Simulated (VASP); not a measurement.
Runs of VASP 6.6.1 on Lu. The structure is that of space group P6_3/mmc (No. 194), or close to it. The cells are those of the table. 

```csv
cell,gap on the mesh (eV),pressure (GPa)
"a = 2.877, b = 2.877, c = 4.709 Å, angles 90.0, 90.0, 120.0°, 2 atoms",none,(a)
"a = 3.060, b = 3.060, c = 4.880 Å, angles 90.0, 90.0, 120.0°, 2 atoms",none,33.4
"a = 2.717, b = 2.717, c = 4.552 Å, angles 90.0, 90.0, 120.0°, 2 atoms",none,101.4
"a = 2.576, b = 2.576, c = 4.356 Å, angles 90.0, 90.0, 120.0°, 2 atoms",none,165.0
```

Alike in all rows: task single point; level PBE; potentials or basis VASP PAW PBE potentials, release 64 (Lu); no spin polarisation; k mesh 14 × 14 × 8; cutoff (eV) 520; smearing fermi-dirac 0.05 eV.

**Question.** Estimate the missing entries.

**Answer.** (a) 61.6.

Caveats: the cell stands under pressure; spin-orbit coupling is left out, which moves the levels of the heavy elements.

A k mesh can miss the band edges, and the runs leave out spin-orbit coupling on Lu.

A gap of «none» marks levels without a gap at the run's occupations.
